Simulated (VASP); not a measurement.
Input of a VASP 6.6.1 run:

File INCAR:

```
PREC = Accurate ; ENCUT = 500
EDIFF = 1E-6 ; ISMEAR = -1
SIGMA = 0.05 ; LREAL = F
LASPH = T ; NELM = 120
ALGO = Normal ; ISIF = 2
LWAVE = F ; LCHARG = F
GGA = PS ; NBANDS = 36
GGA_COMPAT = F
```

File KPOINTS:

```
Automatic mesh
0
Gamma
  7 7 7
```

Contents of POSCAR:

```
ZnSiP2
1.0
   -2.7393970699      2.7393970699      5.3326062938
    2.7393970699     -2.7393970699      5.3326062938
    2.7393970699      2.7393970699     -5.3326062938
Zn P Si
2 4 2
Direct
    0.7500000000      0.2500000000      0.5000000000
    0.0000000000      0.0000000000      0.0000000000
    0.1423012000      0.6250000000      0.0173012000
    0.6076988000      0.1250000000      0.9826988000
    0.8750000000      0.8576988000      0.4826988000
    0.3750000000      0.3923012000      0.5173012000
    0.2500000000      0.7500000000      0.5000000000
    0.5000000000      0.5000000000      0.0000000000
```

Potentials or basis: VASP PAW PBE potentials, release 64 (Zn, P, Si).

Command:

```sh
$ cat potpaw_PBE.64/Zn/POTCAR potpaw_PBE.64/P/POTCAR potpaw_PBE.64/Si/POTCAR > POTCAR
$ mpirun -np 1 vasp_std > vasp.out
```

Question: Predict the largest force.

Answer: 0.018 eV/Å.

Question: Estimate the band gap on the k mesh.

Answer: 1.31 eV, direct.

Forces in eV/Å, atoms in the order of the input:
```
Zn   0.000  0.000  0.000
Zn   0.000  0.000  0.000
P    0.000 -0.018  0.000
P    0.000  0.018  0.000
P    0.018  0.000  0.000
P   -0.018  0.000  0.000
Si   0.000  0.000  0.000
Si   0.000  0.000  0.000
```

Caveat: the PAW data sets were made with another functional, which shifts forces and pressure a little. A k mesh can miss the band edges.
